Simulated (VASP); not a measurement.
LiF: single point with PBE

LiF:

```xyz
2
Lattice="2.5853 0.0000 0.0000 0.0000 2.5853 0.0000 0.0000 0.0000 2.5853" Properties=species:S:1:pos:R:3 pbc="T T T"
Li    0.0000    0.0000    0.0000
F     1.2926    1.2926    1.2926
```

- Program: VASP 6.6.1
- Task: single point
- Functional: PBE
- Potentials or basis: VASP PAW PBE potentials, release 64 (Li_sv, F)
- Cutoff: 520 eV
- k mesh: 8 × 8 × 8
- Occupations: gaussian, width 0.01 eV
- Spin: no spin polarisation

* Band gap on the k mesh: 7.27 eV (least direct gap 7.91 eV)

Levels at points of the mesh, in eV from the valence-band top:
```
           k point  band 2  band 3  band 4  band 5  band 6  band 7  band 8  band 9
(0.00, 0.00, 0.00)  -20.67   -0.64   -0.64   -0.64    7.27   18.65   18.65   20.55
(0.50, 0.00, 0.00)  -20.24   -3.53   -0.26   -0.26    8.97   13.67   20.00   20.00
(0.50, 0.50, 0.00)  -19.75   -3.10   -3.10    0.00   13.16   13.41   13.41   19.06
(0.50, 0.50, 0.50)  -19.35   -2.15   -2.15   -2.15   11.04   11.04   11.04   23.67
```

Wall time 5.2 s on 1 thread of Intel(R) Xeon(R) Platinum 8559C (Emerald Rapids), with other jobs on the host, peak memory 0.11 GiB.

 A k mesh can miss the band edges.
